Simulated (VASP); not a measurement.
Cr3N, 4 atoms in the cell. Symmetry: Pm-3m, No. 221, cubic system. Conventional cell: a = 3.431 Å, b = 3.431 Å, c = 3.431 Å, α = 90.00°, β = 90.00°, γ = 90.00°. Within 3.2 Å of Cr (site symmetry 4/mmm) lie 8 Cr at 2.43 Å and 4 N at 2.43 Å. N (site symmetry m-3m) has 12 Cr at 2.43 Å within 3.2 Å. 

```yaml
Program: VASP 6.6.1
Task: single point
Functional: PBE
Potentials_or_basis: VASP PAW PBE potentials, release 64 (Cr_pv, N)
Cutoff: 520 eV
k_mesh: 6 × 6 × 6
Occupations: gaussian, width 0.1 eV
Spin: collinear spin, ferromagnetic start
Starting_moments: "[3.0, 3.0, 3.0, 0.0] μB"
Dipole_correction: no
Further_INCAR_settings: ALGO = Normal; EDIFF = 1e-06; NBANDS = 32
```

Potentials or basis: VASP PAW PBE potentials, release 64 (Cr_pv, N).

Launch:

```bash
$ cat potpaw_PBE.64/Cr_pv/POTCAR potpaw_PBE.64/N/POTCAR > POTCAR
$ mpirun -np 1 vasp_std > vasp.out
```

Hardware: 1 thread of Intel(R) Xeon(R) 6975P-C (Granite Rapids), on a shared host.

Estimate the wall time of this run.

Wall time 35 s on 1 thread of Intel(R) Xeon(R) 6975P-C (Granite Rapids) (shared host), peak memory 0.19 GiB. Counts: scf iterations 19, k points 20.
